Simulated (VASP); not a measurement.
## MgO: single point with PBE

The system is MgO.

```
Mg O
1.0
     0.00000    2.11323    2.11323
     2.11323    0.00000    2.11323
     2.11323    2.11323    0.00000
Mg O
1 1
Cartesian
  0.0000 0.0000 0.0000
  2.1132 2.1132 2.1132
```

This cell differs from its parent crystal: volume scaled by 0.980.

* Program: VASP 6.6.1
* Task: single point
* Functional: PBE
* Potentials or basis: VASP PAW PBE potentials, release 64 (Mg, O)
* Cutoff: 520 eV
* k mesh: 14 × 14 × 14
* Occupations: gaussian, width 0.05 eV
* Spin: no spin polarisation
* Dipole correction: no
* Further INCAR settings: ALGO = Normal; EDIFF = 1e-06; NBANDS = 11

The pressure is 2.3 GPa and the band gap on the k mesh is 4.63 eV, direct.

Levels at points of the mesh, in eV from the valence-band top:
```tsv
k point	band 2	band 3	band 4	band 5	band 6	band 7
(0.00, 0.00, 0.00)	0.00	0.00	0.00	4.63	15.74	15.74
(0.50, 0.00, 0.00)	-4.57	-0.64	-0.64	7.83	12.49	16.20
(0.50, 0.50, 0.00)	-4.04	-1.33	-1.33	9.11	9.86	12.99
```

Run time: 16 s on 1 thread of Intel Xeon 8259CL, with other jobs on the host, peak memory 0.15 GiB.

 A k mesh can miss the band edges.
